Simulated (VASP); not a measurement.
**BaTiO3: single point with PBE**

Crystal: BaTiO3.

```xyz
5
Lattice="4.0192 0.0000 0.0000 0.0000 4.0192 0.0000 0.0000 0.0000 4.0193" Properties=species:S:1:pos:R:3 pbc="T T T"
Ba    0.0000    0.0000    0.0000
Ti    2.0096    2.0096    2.0096
O     2.0096    2.0096    0.0000
O     2.0096    0.0000    2.0096
O     0.0000    2.0096    2.0096
```

| Item | Value |
| --- | --- |
| Program | VASP 6.6.1 |
| Task | single point |
| Functional | PBE |
| Potentials or basis | VASP PAW PBE potentials, release 64 (Ba_sv, Ti_sv, O) |
| Cutoff | 520 eV |
| k mesh | 8 × 8 × 8 |
| Occupations | gaussian, width 0.02 eV |
| Spin | no spin polarisation |

- Pressure: 1.7 GPa
- Band gap on the k mesh: 1.72 eV (least direct gap 1.88 eV)

Levels at points of the mesh, in eV from the valence-band top:
```
           k point  band 17  band 18  band 19  band 20  band 21  band 22  band 23  band 24
(0.00, 0.00, 0.00)    -1.07    -0.16    -0.16    -0.16     1.72     1.72     1.72     3.82
(0.50, 0.00, 0.00)    -1.81    -1.81    -0.71    -0.71     1.87     3.42     3.42     3.82
(0.50, 0.50, 0.00)    -1.73    -0.88    -0.88    -0.09     3.43     3.43     3.84     4.65
(0.00, 0.00, 0.50)    -1.81    -1.81    -0.71    -0.71     1.87     3.42     3.42     3.82
(0.50, 0.00, 0.50)    -1.72    -0.88    -0.88    -0.09     3.43     3.43     3.84     4.65
(0.50, 0.50, 0.50)    -2.41     0.00     0.00     0.00     4.08     4.08     4.08     6.67
```

It took 58 s on 1 thread of AMD EPYC 9R45 96-Core Processor (Zen 5) (shared host), peak memory 0.24 GiB.

Caveat: spin-orbit coupling is left out, which moves the levels of the heavy elements. A k mesh can miss the band edges.
